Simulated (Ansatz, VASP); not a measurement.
## Si8HO16 in VASP and in Ansatz

```
CELL_PARAMETERS angstrom
-0.25789 5.25627 5.86521
5.14486 -0.07554 5.86521
4.90106 5.33180 0.00000
ATOMIC_POSITIONS crystal
Si 0.06873 0.04711 0.16367
Si 0.23487 0.59797 0.25953
Si 0.18307 0.93481 0.56483
Si 0.33919 0.20100 0.15554
Si 0.57013 0.54684 0.66258
Si 0.73522 0.09727 0.75982
Si 0.68281 0.43660 0.06467
Si 0.83901 0.70122 0.65542
O 0.33088 0.69415 0.65475
O 0.22631 0.44173 0.17358
O 0.57614 0.45658 0.90832
O 0.20731 0.18494 0.04660
O 0.32747 0.06620 0.40793
O 0.97396 0.02627 0.76029
O 0.66491 0.33243 0.59261
O 0.58238 0.09489 0.00931
O 0.82951 0.19580 0.15606
O 0.72594 0.94171 0.67360
O 0.07539 0.95577 0.40904
O 0.70899 0.68453 0.54423
O 0.82736 0.56803 0.90867
O 0.47322 0.52950 0.25896
O 0.16244 0.83326 0.09314
O 0.08206 0.59563 0.50895
H 0.34495 0.21213 0.64581
```

Alike in both runs: functional PBE; dispersion D3(BJ); k mesh 2 × 2 × 2; occupations gaussian, width 0.02 eV; collinear spin.

Ansatz relaxed the structure, and its values are those at the end. VASP's run is a single point on that final structure, the one shown.

|  | VASP | Ansatz |
| --- | --- | --- |
| version | VASP 6.6.1 | Ansatz 0.2.0 |
| potentials or method | VASP PAW PBE potentials, release 64 (Si, O, H), cutoff 520 eV | scalar-relativistic, plane waves, PAW |
| valence electrons in the cell | 129 | 129 |

```csv
,VASP,Ansatz,Ansatz less VASP
gap on the k mesh at the Fermi level (eV),3.57,3.58,+0.008
rms of the force components (eV/Å),0.020,0.008,-0.0116
net moment per atom (μB),0.04,0.04,0.000
size of the moment on the site where the two differ most (μB),0.38,0.78,+0.402
```

Site moments also hang on the region over which each program counts them.

The k mesh is coarse, so the values compare programs but aren't converged.
